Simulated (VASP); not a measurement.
Runs of VASP 6.6.1 on NbAs. The structure is that of space group F-43m (No. 216), or close to it. The cells are those of the table. 

```tsv
fixed moment (μB)	cell	gap on the mesh (eV)	pressure (GPa)	moment (μB)
2.0	a = 4.138 Å, angles 60.0°, 2 atoms	-	2.7	2.00
1.25	a = 4.138 Å, angles 60.0°, 2 atoms	-	(a)	1.25
-	a = 4.138 Å, angles 60.0°, 2 atoms	none	(c)	0.00
0.75	a = 4.138 Å, angles 60.0°, 2 atoms	-	-2.2	0.75
1.0	a = 4.138 Å, angles 60.0°, 2 atoms	-	-1.5	1.00
-	a = 4.192 Å, angles 60.0°, 2 atoms	none	-1.9	(b)
1.75	a = 4.138 Å, angles 60.0°, 2 atoms	-	1.4	1.75
```

Alike in all rows: task single point; level r2SCAN; potentials or basis VASP PAW PBE potentials, release 64 (Nb_sv, As); spin collinear; k mesh 12 × 12 × 12; cutoff (eV) 520; smearing gaussian 0.1 eV.

**Question.** Fill in the values left out.

**Answer.** (a) -0.7; (b) 1.76; (c) -3.1.

Caveats: the PAW data sets were made with another functional, which shifts forces and pressure a little; the total moment is fixed, so each spin has its own Fermi level and the state may be an excited one (at least some runs); the cell stands under tension (at least some runs).

A k mesh can miss the band edges, and the runs leave out spin-orbit coupling on As, Nb.

A gap of «none» marks levels without a gap at the run's occupations.
